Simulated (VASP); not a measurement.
A run of VASP 6.6.1 is set up as follows.

File POSCAR:

```
BN
1.0
    0.0000000000      1.8048254650      1.7867772104
    1.8048254650      0.0000000000      1.7867772104
    1.8048254650      1.8048254650      0.0000000000
B N
1 1
Direct
    0.0000000000      0.0000000000      0.0000000000
    0.2500000000      0.2500000000      0.2500000000
```

File INCAR.step1:

```
SYSTEM = BN
PREC     = Accurate       ! precision mode
ENCUT    = 520            ! plane-wave cutoff, eV
ISMEAR   = 0              ! smearing method
SIGMA    = 0.01           ! smearing width, eV
LREAL    = .False.        ! projectors in reciprocal space
LASPH    = .True.         ! aspherical terms in the spheres
NELM     = 100            ! most SCF steps
NBANDS   = 11             ! bands
GGA      = PE             ! functional
ALGO     = Normal         ! electronic algorithm
EDIFF    = 1E-4           ! SCF threshold, eV
LWAVE    = .True.         ! write WAVECAR
LCHARG   = .False.        ! write CHGCAR
```

The input INCAR.step2:

```
SYSTEM = BN
PREC     = Accurate       ! precision mode
ENCUT    = 520            ! plane-wave cutoff, eV
EDIFF    = 1E-6           ! SCF threshold, eV
ISMEAR   = 0              ! smearing method
SIGMA    = 0.01           ! smearing width, eV
LREAL    = .False.        ! projectors in reciprocal space
LASPH    = .True.         ! aspherical terms in the spheres
NELM     = 100            ! most SCF steps
ALGO     = Normal         ! electronic algorithm
ISIF     = 2              ! what is computed and relaxed
LWAVE    = .False.        ! write WAVECAR
LCHARG   = .False.        ! write CHGCAR
METAGGA  = R2SCAN         ! meta-GGA
LMIXTAU  = .True.       
NBANDS   = 11             ! bands
ISTART   = 1
```

Contents of KPOINTS:

```
Automatic mesh
0
Gamma
  12 12 12
  0 0 0
```

Potentials or basis: VASP PAW PBE potentials, release 64 (B, N).

The run is started by

```sh
$ cat potpaw_PBE.64/B/POTCAR potpaw_PBE.64/N/POTCAR > POTCAR
$ cp INCAR.step1 INCAR
$ mpirun -np 1 vasp_std > vasp.out
$ cp INCAR.step2 INCAR
$ mpirun -np 1 vasp_std > vasp.out
```

**Question.** Predict the band gap on the k mesh.

**Answer.** 4.81 eV (least direct gap 9.48 eV).

**Question.** Predict the pressure.

**Answer.** 5.2 GPa.

Stress tensor (GPa, compression positive):
```
3.04 0.00 0.00
0.00 3.04 0.00
0.00 0.00 9.50
```

Caveat: the cell differs from its parent crystal (uniaxial z strain -1.0%); the cell stands under pressure; the PAW data sets were made with another functional, which shifts forces and pressure a little. A k mesh can miss the band edges.
